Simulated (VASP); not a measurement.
# SnPt3 in VASP: notebook

Runs on SnPt3. Level: LDA. Tasks: single point.

All numbers are computed with VASP 6.6.1; they aren't measurements. Logs are shortened: lines on timing, memory, paths and dates and some standing lists are left out, and cuts for length are marked.

### Step 1. The cell of the first run

The structure is cubic, space group Pm-3m (No. 221). The conventional cell has a = 4.026 Å, b = 4.026 Å, c = 4.026 Å, α = 90.00°, β = 90.00°, γ = 90.00°. Sn (site symmetry m-3m) has 12 Pt at 2.85 Å within 3.8 Å. Within 3.8 Å of Pt (site symmetry 4/mmm) lie 4 Sn at 2.85 Å and 8 Pt at 2.85 Å.

### Step 2. Single point, LDA (volume scaled by 1.02)

The input, INCAR:

```
SYSTEM = SnPt3
PREC = Accurate ; ENCUT = 500
EDIFF = 1E-6 ; ISMEAR = -1
SIGMA = 0.05 ; LREAL = .False.
LASPH = .True. ; NELM = 120
ALGO = Normal ; ISIF = 2
LWAVE = .False. ; LCHARG = .False.
NBANDS = 30 ; GGA_COMPAT = .False.
```

The input, KPOINTS:

```
Automatic mesh
0
Gamma
  8 8 8
  0 0 0
```

The input, POSCAR:

```
SnPt3
1.0
    4.0264908382      0.0000000000      0.0000000000
    0.0000000000      4.0264908382      0.0000000000
    0.0000000000      0.0000000000      4.0264908382
Sn Pt
1 3
Direct
    0.0000000000      0.0000000000      0.0000000000
    0.0000000000      0.5000000000      0.5000000000
    0.5000000000      0.0000000000      0.5000000000
    0.5000000000      0.5000000000      0.0000000000
```

Potentials or basis: VASP PAW LDA potentials, release 64 (Sn_d, Pt).

The run is started by

```sh
$ cat potpaw_LDA.64/Sn_d/POTCAR potpaw_LDA.64/Pt/POTCAR > POTCAR
$ mpirun -np 1 vasp_std > vasp.out
```

OUTCAR:

```text
SYSTEM = SnPt3
   PREC = Accurate
   ENCUT = 500
   EDIFF = 1E-6
   ISMEAR = -1
   LREAL = .False.
   LASPH = .True.
   NELM = 120
   ISIF = 2

 ion  position               nearest neighbor table
   1  0.000  0.000  0.000-   2 2.85   3 2.85   4 2.85   2 2.85   3 2.85   2 2.85   4 2.85   2 2.85
                             3 2.85   4 2.85   3 2.85   4 2.85
   2  0.000  0.500  0.500-   1 2.85   3 2.85   4 2.85   1 2.85   4 2.85   1 2.85   3 2.85   1 2.85
                             3 2.85   4 2.85   4 2.85   3 2.85
   3  0.500  0.000  0.500-   1 2.85   2 2.85   4 2.85   1 2.85   4 2.85   2 2.85   4 2.85   4 2.85
                             1 2.85   2 2.85   1 2.85   2 2.85
   4  0.500  0.500  0.000-   1 2.85   2 2.85   3 2.85   2 2.85   3 2.85   1 2.85   3 2.85   3 2.85
                             1 2.85   2 2.85   2 2.85   1 2.85

  LATTYP: Found a simple cubic cell.
 ALAT       =     4.0264908382

  Lattice vectors:

 A1 = (   4.0264908382,   0.0000000000,   0.0000000000)
 A2 = (   0.0000000000,   4.0264908382,   0.0000000000)
 A3 = (   0.0000000000,   0.0000000000,   4.0264908382)

Analysis of symmetry for initial positions (statically):
=====================================================================
 Subroutine PRICEL returns:
 Original cell was already a primitive cell.

 Routine SETGRP: Setting up the symmetry group for a
 simple cubic supercell.

 Subroutine GETGRP returns: Found 48 space group operations
 (whereof 48 operations were pure point group operations)
 out of a pool of 48 trial point group operations.

The static configuration has the point symmetry O_h .

Analysis of symmetry for dynamics (positions and initial velocities):
=====================================================================
 Subroutine PRICEL returns:
 Original cell was already a primitive cell.

 Routine SETGRP: Setting up the symmetry group for a
 simple cubic supercell.

 Subroutine GETGRP returns: Found 48 space group operations
 (whereof 48 operations were pure point group operations)
 out of a pool of 48 trial point group operations.

The dynamic configuration has the point symmetry O_h .

 Subroutine INISYM returns: Found 48 space group operations
 (whereof 48 operations are pure point group operations),
 and found     1 'primitive' translations

----------------------------------------------------------------------------------------

                                     Primitive cell

  volume of cell :      65.2800

  direct lattice vectors                    reciprocal lattice vectors
     4.026490838  0.000000000  0.000000000     0.248355216  0.000000000  0.000000000
     0.000000000  4.026490838  0.000000000     0.000000000  0.248355216  0.000000000
     0.000000000  0.000000000  4.026490838     0.000000000  0.000000000  0.248355216

  length of vectors
     4.026490838  4.026490838  4.026490838     0.248355216  0.248355216  0.248355216

  position of ions in fractional coordinates (direct lattice)
     0.000000000  0.000000000  0.000000000
     0.000000000  0.500000000  0.500000000
     0.500000000  0.000000000  0.500000000
     0.500000000  0.500000000  0.000000000

  ion indices of the primitive-cell ions
   primitive index   ion index
                 1           1
                 2           2
                 3           3
                 4           4

----------------------------------------------------------------------------------------

 KPOINTS: Automatic mesh

Automatic generation of k-mesh.
 Grid dimensions read from file:
 generate k-points for:    8    8    8

 Generating k-lattice:

  Cartesian coordinates                     Fractional coordinates (reciprocal lattice)
     0.031044402  0.000000000  0.000000000     0.125000000  0.000000000  0.000000000
     0.000000000  0.031044402  0.000000000     0.000000000  0.125000000  0.000000000
     0.000000000  0.000000000  0.031044402     0.000000000  0.000000000  0.125000000

  Length of vectors
     0.031044402  0.031044402  0.031044402

  Shift w.r.t. Gamma in fractional coordinates (k-lattice)
     0.000000000  0.000000000  0.000000000

 Subroutine IBZKPT returns following result:
 ===========================================

 Found     35 irreducible k-points:

 Following reciprocal coordinates:
            Coordinates               Weight
  0.000000  0.000000  0.000000      1.000000
  0.125000  0.000000  0.000000      6.000000
  0.250000  0.000000  0.000000      6.000000
  0.375000  0.000000  0.000000      6.000000
  0.500000  0.000000  0.000000      3.000000
  0.125000  0.125000  0.000000     12.000000
[... 16 lines left out ...]
  0.375000  0.375000  0.125000     24.000000
  0.500000  0.375000  0.125000     24.000000
 [... further k-points ...]
   k-points           NKPTS =     35   k-points in BZ     NKDIM =     35   number of bands    NBANDS=     30
   number of dos      NEDOS =    301   number of ions     NIONS =      4
   total plane-waves  NPLWV =  27000
   dimension x,y,z NGX =    30 NGY =   30 NGZ =   30
   dimension x,y,z NGXF=    60 NGYF=   60 NGZF=   60
   ions per type =               1   3
   NGX,Y,Z   is equivalent  to a cutoff of  12.39, 12.39, 12.39 a.u.
   NGXF,Y,Z  is equivalent  to a cutoff of  24.77, 24.77, 24.77 a.u.
 SYSTEM =  SnPt3
   PREC   = accura    normal or accurate (medium, high low for compatibility)
   ISTART =      0    job   : 0-new  1-cont  2-samecut
   ICHARG =      2    charge: 1-file 2-atom 10-const
   ISPIN  =      1    spin polarized calculation?
   LNONCOLLINEAR =      F non collinear calculations
   LSORBIT =      F    spin-orbit coupling
   LASPH  =      T    aspherical Exc in radial PAW
   ENCUT  =  500.0 eV  36.75 Ry    6.06 a.u.   7.34  7.34  7.34*2*pi/ulx,y,z
   NELM   =    120;   NELMIN=  2; NELMDL= -5     # of ELM steps
   EDIFF  = 0.1E-05   stopping-criterion for ELM
   LREAL  =      F    real-space projection
   EDIFFG = 0.1E-04   stopping-criterion for IOM
   NSW    =      0    number of steps for IOM
   IBRION =     -1    ionic relax: 0-MD 1-quasi-New 2-CG
   NFREE  =      0    steps in history (QN), initial steepest desc. (CG)
   ISIF   =      2    stress and relaxation
   ISYM   =      2    0-nonsym 1-usesym 2-fastsym
   POTIM  = 0.5000    time-step for ionic-motion
   TEBEG  =    0.0;   TEEND  =   0.0 temperature during run
   PSTRESS=    0.0 pullay stress
   NELECT =      44.0000    total number of electrons
   NUPDOWN=      -1.0000    fix difference up-down
   EMIN   =  10.00;   EMAX   =-10.00  energy-range for DOS
   EFERMI =   0.00;   METHOD = LEGACY
   ISMEAR =    -1;   SIGMA  =   0.05  broadening in eV -4-tet -1-fermi 0-gaus
   EFERMI_NEDOS =   21; number of points for ismear=-14 and -15
   IALGO  =     38    algorithm
   IMIX   =      4    mixing-type and parameters
     AMIX     =   0.40;   BMIX     =  1.00
     AMIX_MAG =   1.60;   BMIX_MAG =  1.00
  volume/ion in A,a.u.               =      16.32       110.13
  Fermi-wavevector in a.u.,A,eV,Ry     =   1.435376  2.712467 28.032141  2.060304
  Thomas-Fermi vector in A             =   2.554681
   LORBIT       =      0    0 simple, 1 ext, 2 COOP (PROOUT), +10 PAW based schemes
   GGA     = CA    functional components
   LHFCALC =     F    Hartree Fock is set to
   AEXX    =    0.0000 exact exchange contribution
   IVDW    =     0    specifies the selected vdW correction
   LEPSILON=     F    determine dielectric tensor
   LRPA    =     F    only Hartree local field effects (RPA)
 non-spin polarized calculation
  energy-cutoff  :      500.00
  volume of cell :       65.28
 maximum number of plane-waves:      1682
 NGX is ok and might be reduce to    30
   NGX = 15   NGY = 15   NGZ = 15

 number of electron      44.0000017 magnetization

 Free energy of the ion-electron system (eV)
  ---------------------------------------------------
  ext. energy  EPLUGINS =         0.00000000
  ---------------------------------------------------
  free energy    TOTEN  =       -28.54272803 eV

  energy without entropy =      -28.53264463  energy(sigma->0) =      -28.53768633

 E-fermi :  11.4358     XC(G=0): -13.2167

 val. band max:       11.4283614661   @ k =   0.5000   0.3750   0.3750
 cond. band min:      11.4932356412   @ k =   0.5000   0.3750   0.3750
 fundamental gap:      0.0648741751
 Fermi energy:        11.4357681938

 k-point     1 :       0.0000    0.0000    0.0000
  band No.  band energies     occupation
      1     -10.4017      2.00000
      2     -10.4017      2.00000
      3     -10.3878      2.00000
      4     -10.3878      2.00000
      5     -10.3878      2.00000
      6      -0.4067      2.00000
[... 22 lines left out ...]
     29      19.1051      0.00000
     30      19.1051      0.00000

 k-point     2 :       0.1250    0.0000    0.0000
  band No.  band energies     occupation
      1     -10.3996      2.00000
      2     -10.3957      2.00000
      3     -10.3874      2.00000
      4     -10.3858      2.00000
      5     -10.3858      2.00000
      6      -0.2347      2.00000
[... 22 lines left out ...]
     29      19.2032      0.00000
     30      19.9573      0.00000

 k-point     3 :       0.2500    0.0000    0.0000
  band No.  band energies     occupation
      1     -10.3945      2.00000
      2     -10.3865      2.00000
      3     -10.3812      2.00000
      4     -10.3812      2.00000
      5     -10.3812      2.00000
      6       0.2660      2.00000
[... 22 lines left out ...]
     29      18.8100      0.00000
     30      19.6923      0.00000

 k-point     4 :       0.3750    0.0000    0.0000
  band No.  band energies     occupation
      1     -10.3894      2.00000
      2     -10.3856      2.00000
      3     -10.3765      2.00000
      4     -10.3765      2.00000
      5     -10.3667      2.00000
      6       1.0224      2.00000
[... 22 lines left out ...]
     29      19.0063      0.00000
     30      19.4212      0.00000

 k-point     5 :       0.5000    0.0000    0.0000
  band No.  band energies     occupation
      1     -10.3873      2.00000
      2     -10.3852      2.00000
      3     -10.3745      2.00000
      4     -10.3745      2.00000
      5     -10.3607      2.00000
      6       1.5966      2.00000
[... 22 lines left out ...]
     29      18.7804      0.00000
     30      19.7446      0.00000
[... 526 lines left out ...]
     29      20.5175      0.00000
     30      21.3006      0.00000

 k-point    22 :       0.5000    0.2500    0.1250
  band No.  band energies     occupation
      1     -10.3878      2.00000
      2     -10.3818      2.00000
      3     -10.3785      2.00000
      4     -10.3736      2.00000
      5     -10.3501      2.00000
      6       2.0303      2.00000
[... 22 lines left out ...]
     29      20.8641      0.00000
     30      21.1139      0.00000

 k-point    23 :       0.3750    0.3750    0.1250
  band No.  band energies     occupation
      1     -10.3945      2.00000
      2     -10.3800      2.00000
      3     -10.3796      2.00000
      4     -10.3701      2.00000
      5     -10.3460      2.00000
      6       2.0792      2.00000
[... 22 lines left out ...]
     29      20.5698      0.00000
     30      21.3198      0.00000

 k-point    24 :       0.5000    0.3750    0.1250
  band No.  band energies     occupation
      1     -10.3971      2.00000
      2     -10.3797      2.00000
      3     -10.3786      2.00000
      4     -10.3695      2.00000
      5     -10.3418      2.00000
      6       2.3232      2.00000
[... 22 lines left out ...]
     29      19.9021      0.00000
     30      21.3645      0.00000

 [... further k-points ...]

------------------------ aborting loop because EDIFF is reached ----------------------------------------

  FORCE on cell =-STRESS in cart. coord.  units (eV):
  Direction    XX          YY          ZZ          XY          YZ          ZX
  --------------------------------------------------------------------------------------
  -------------------------------------------------------------------------------------
  Total       -2.9131264     -2.9131264     -2.9131264     -0.0000000      0.0000000     -0.0000000
  in kB      -71.4973208    -71.4973208    -71.4973208     -0.0000000      0.0000000     -0.0000000
  external PRESSURE =     -71.4973208 kB  Pullay stress =       0.0000000 kB

 VOLUME and BASIS-vectors are now :
 -----------------------------------------------------------------------------
  energy-cutoff  :      500.00
  volume of cell :       65.28
      direct lattice vectors                 reciprocal lattice vectors
     4.026490838  0.000000000  0.000000000     0.248355216  0.000000000  0.000000000
     0.000000000  4.026490838  0.000000000     0.000000000  0.248355216  0.000000000
     0.000000000  0.000000000  4.026490838     0.000000000  0.000000000  0.248355216

 POSITION                                       TOTAL-FORCE (eV/Angst)
 -----------------------------------------------------------------------------------
      0.00000      0.00000      0.00000         0.000000      0.000000      0.000000
      0.00000      2.01325      2.01325         0.000000      0.000000      0.000000
      2.01325      0.00000      2.01325         0.000000      0.000000      0.000000
      2.01325      2.01325      0.00000         0.000000      0.000000      0.000000
 -----------------------------------------------------------------------------------
    total drift:                                0.000000      0.000000     -0.000000

  FREE ENERGIE OF THE ION-ELECTRON SYSTEM (eV)
  ---------------------------------------------------
  free  energy   TOTEN  =       -28.5427280350 eV

  energy  without entropy=      -28.5326446347  energy(sigma->0) =      -28.53768633
```

It took 72 s on 1 thread of Intel Xeon 8259CL, shared host; peak memory 0.19 GiB.

Results:

```
Free energy            : -28.5427 eV
Pressure               : -7.1 GPa
Band gap on the k mesh : zero (band 22 reaches 11.56 eV, above the bottom of band 23 at 11.12 eV)
```

Caveat: spin-orbit coupling is left out, which moves the levels of the heavy elements.

### Step 3. Single point, LDA (volume scaled by 1.06)

The input, INCAR:

```
ALGO = Normal
EDIFF = 1E-6
ENCUT = 500
GGA_COMPAT = False
ISIF = 2
ISMEAR = -1
LASPH = True
LCHARG = False
LREAL = False
LWAVE = False
NBANDS = 30
NELM = 120
PREC = Accurate
SIGMA = 0.05
```

The input, KPOINTS:

```
k-points
0
Gamma
  8 8 8
```

The input, POSCAR:

```
SnPt3
1.0
    4.0784512897      0.0000000000      0.0000000000
    0.0000000000      4.0784512897      0.0000000000
    0.0000000000      0.0000000000      4.0784512897
Sn Pt
1 3
Direct
    0.0000000000      0.0000000000      0.0000000000
    0.0000000000      0.5000000000      0.5000000000
    0.5000000000      0.0000000000      0.5000000000
    0.5000000000      0.5000000000      0.0000000000
```

Potentials or basis: VASP PAW LDA potentials, release 64 (Sn_d, Pt).

The run is started by

```sh
$ cat potpaw_LDA.64/Sn_d/POTCAR potpaw_LDA.64/Pt/POTCAR > POTCAR
$ mpirun -np 1 vasp_std > vasp.out
```

OUTCAR:

```text
EDIFF = 1E-6
   ENCUT = 500
   ISIF = 2
   ISMEAR = -1
   LASPH = True
   LREAL = False
   NELM = 120
   PREC = Accurate

 ion  position               nearest neighbor table
   1  0.000  0.000  0.000-   2 2.88   3 2.88   4 2.88   2 2.88   3 2.88   2 2.88   4 2.88   2 2.88
                             3 2.88   4 2.88   3 2.88   4 2.88
   2  0.000  0.500  0.500-   1 2.88   3 2.88   4 2.88   1 2.88   4 2.88   1 2.88   3 2.88   1 2.88
                             3 2.88   4 2.88   4 2.88   3 2.88
   3  0.500  0.000  0.500-   1 2.88   2 2.88   4 2.88   1 2.88   4 2.88   2 2.88   4 2.88   4 2.88
                             1 2.88   2 2.88   1 2.88   2 2.88
   4  0.500  0.500  0.000-   1 2.88   2 2.88   3 2.88   2 2.88   3 2.88   1 2.88   3 2.88   3 2.88
[... 996 lines left out ...]
  Total       -6.0250711     -6.0250711     -6.0250711     -0.0000000      0.0000000     -0.0000000
  in kB     -142.2941081   -142.2941081   -142.2941081     -0.0000000      0.0000000     -0.0000000
  external PRESSURE =    -142.2941081 kB  Pullay stress =       0.0000000 kB

 VOLUME and BASIS-vectors are now :
 -----------------------------------------------------------------------------
  energy-cutoff  :      500.00
  volume of cell :       67.84
      direct lattice vectors                 reciprocal lattice vectors
     4.078451290  0.000000000  0.000000000     0.245191110  0.000000000  0.000000000
     0.000000000  4.078451290  0.000000000     0.000000000  0.245191110  0.000000000
     0.000000000  0.000000000  4.078451290     0.000000000  0.000000000  0.245191110

 POSITION                                       TOTAL-FORCE (eV/Angst)
 -----------------------------------------------------------------------------------
      0.00000      0.00000      0.00000         0.000000      0.000000      0.000000
      0.00000      2.03923      2.03923         0.000000      0.000000      0.000000
      2.03923      0.00000      2.03923         0.000000      0.000000      0.000000
      2.03923      2.03923      0.00000         0.000000      0.000000      0.000000
 -----------------------------------------------------------------------------------
    total drift:                                0.000000      0.000000     -0.000000

  FREE ENERGIE OF THE ION-ELECTRON SYSTEM (eV)
  ---------------------------------------------------
  free  energy   TOTEN  =       -28.3709672339 eV

  energy  without entropy=      -28.3607780175  energy(sigma->0) =      -28.36587263
```

stdout:

```text
POSCAR found type information on POSCAR SnPt
 POSCAR found :  2 types and       4 ions
 scaLAPACK will be used
 LDA part: xc-table for (Slater(with rela. corr.)+CA(PZ))
 , standard interpolation
 POSCAR, INCAR and KPOINTS ok, starting setup
 FFT: planning ... GRIDC
 FFT: planning ... GRID_SOFT
 FFT: planning ... GRID
 WAVECAR not read
 entering main loop
```

Run time: 58 s. Hardware: 1 thread of Intel Xeon 8259CL, shared host; peak memory 0.19 GiB.

Results:

```yaml
Free_energy: -28.3710 eV
Pressure: -14.2 GPa
Band_gap_on_the_k_mesh: zero (band 22 reaches 10.84 eV, above the bottom of band 23 at 10.43 eV)
```

Caveat: spin-orbit coupling is left out, which moves the levels of the heavy elements.

### Step 4. Single point, LDA (equal xy, yz and zx shear strains of -2 %)

The input, INCAR:

```
SYSTEM = SnPt3
  PREC = Accurate
  ENCUT = 520
  EDIFF = 1E-6
  ISMEAR = -1
  SIGMA = 0.05
  LREAL = .FALSE.
  LASPH = .TRUE.
  NELM = 60
  ALGO = Normal
  ISIF = 2
  LWAVE = .FALSE.
  LCHARG = .FALSE.
  GGA = CA
  NBANDS = 30
```

The input, KPOINTS:

```
regular mesh
0
G
  8 8 8
  0 0 0
```

The input, POSCAR:

```
SnPt3
1.0
    4.0000000000     -0.0400000000     -0.0400000000
   -0.0400000000      4.0000000000     -0.0400000000
   -0.0400000000     -0.0400000000      4.0000000000
Sn Pt
1 3
Direct
    0.0000000000      0.0000000000      0.0000000000
    0.0000000000      0.5000000000      0.5000000000
    0.5000000000      0.0000000000      0.5000000000
    0.5000000000      0.5000000000      0.0000000000
```

The run is started by

```sh
$ cat potpaw_LDA.64/Sn_d/POTCAR potpaw_LDA.64/Pt/POTCAR > POTCAR
$ mpirun -np 1 vasp_std > vasp.out
```

Wall time 2.6 min (1 thread of Intel Xeon Platinum 8488C (Sapphire Rapids), shared host); peak memory 0.23 GiB.

It converged, with:

```
Free energy            : -28.5646 eV
Pressure               : -2.6 GPa
Band gap on the k mesh : zero (band 22 reaches 11.95 eV, above the bottom of band 23 at 11.56 eV)
```

Stress tensor (GPa, compression positive):
```
-2.57  1.48  1.48
 1.48 -2.57  1.48
 1.48  1.48 -2.57
```

Levels at points of the mesh, in eV from the Fermi level:
```tsv
k point	band 20	band 21	band 22	band 23	band 24	band 25
(0.00, 0.00, 0.00)	-1.23	-0.42	0.12	0.12	0.18	2.91
(0.50, 0.00, 0.00)	-2.37	-1.12	0.14	1.79	3.83	3.97
(0.50, 0.50, 0.00)	-2.11	-1.91	-1.56	0.77	1.07	5.10
(0.50, 0.50, 0.50)	-2.09	-0.73	-0.46	-0.25	-0.25	0.89
```

Caveat: the cell differs from its parent crystal (equal xy, yz and zx shear strains of -2 %); spin-orbit coupling is left out, which moves the levels of the heavy elements.

(Continued in part 2 of 2.)
